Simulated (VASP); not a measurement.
A run of VASP 6.6.1 is set up as follows.

The input POSCAR:

```
AgCl
1.0
    0.0000000000      2.7176870000      2.7731500000
    2.7731500000      0.0000000000      2.7731500000
    2.7731500000      2.7176870000      0.0000000000
Ag Cl
1 1
Direct
    0.5000000000      0.5000000000      0.5000000000
    0.0000000000      0.0000000000      0.0000000000
```

Contents of INCAR.step1:

```
SYSTEM = AgCl
PREC     = Accurate       ! precision mode
ENCUT    = 520            ! plane-wave cutoff, eV
ISMEAR   = 0              ! smearing method
SIGMA    = 0.05           ! smearing width, eV
LREAL    = .False.        ! projectors in reciprocal space
LASPH    = .True.         ! aspherical terms in the spheres
NELM     = 60             ! most SCF steps
NBANDS   = 16             ! bands
GGA      = PE             ! functional
ALGO     = Normal         ! electronic algorithm
EDIFF    = 1E-4           ! SCF threshold, eV
LWAVE    = .True.         ! write WAVECAR
LCHARG   = .False.        ! write CHGCAR
```

Contents of INCAR.step2:

```
SYSTEM = AgCl
PREC     = Accurate       ! precision mode
ENCUT    = 520            ! plane-wave cutoff, eV
EDIFF    = 1E-7           ! SCF threshold, eV
ISMEAR   = 0              ! smearing method
SIGMA    = 0.05           ! smearing width, eV
LREAL    = .False.        ! projectors in reciprocal space
LASPH    = .True.         ! aspherical terms in the spheres
NELM     = 60             ! most SCF steps
ALGO     = Normal         ! electronic algorithm
ISIF     = 2              ! what is computed and relaxed
LWAVE    = .False.        ! write WAVECAR
LCHARG   = .False.        ! write CHGCAR
METAGGA  = R2SCAN         ! meta-GGA
LMIXTAU  = .True.       
NBANDS   = 16             ! bands
ISTART   = 1
```

The input KPOINTS:

```
Automatic mesh
0
Gamma
  8 8 8
  0 0 0
```

Potentials or basis: VASP PAW PBE potentials, release 64 (Ag, Cl).

Launch:

```sh
$ cat potpaw_PBE.64/Ag/POTCAR potpaw_PBE.64/Cl/POTCAR > POTCAR
$ cp INCAR.step1 INCAR
$ mpirun -np 1 vasp_std > vasp.out
$ cp INCAR.step2 INCAR
$ mpirun -np 1 vasp_std > vasp.out
```

Q: What does it give for the band gap on the k mesh?

A: 1.36 eV (least direct gap 3.77 eV).

Q: What does it give for the pressure?

A: 1.0 GPa.

Stress tensor (GPa, compression positive):
```
0.77 0.00 0.00
0.00 1.48 0.00
0.00 0.00 0.77
```

Caveat: the cell differs from its parent crystal (strain -0.0200 x Voigt [0, 1, 0, 0, 0, 0]); the PAW data sets were made with another functional, which shifts forces and pressure a little. A k mesh can miss the band edges.
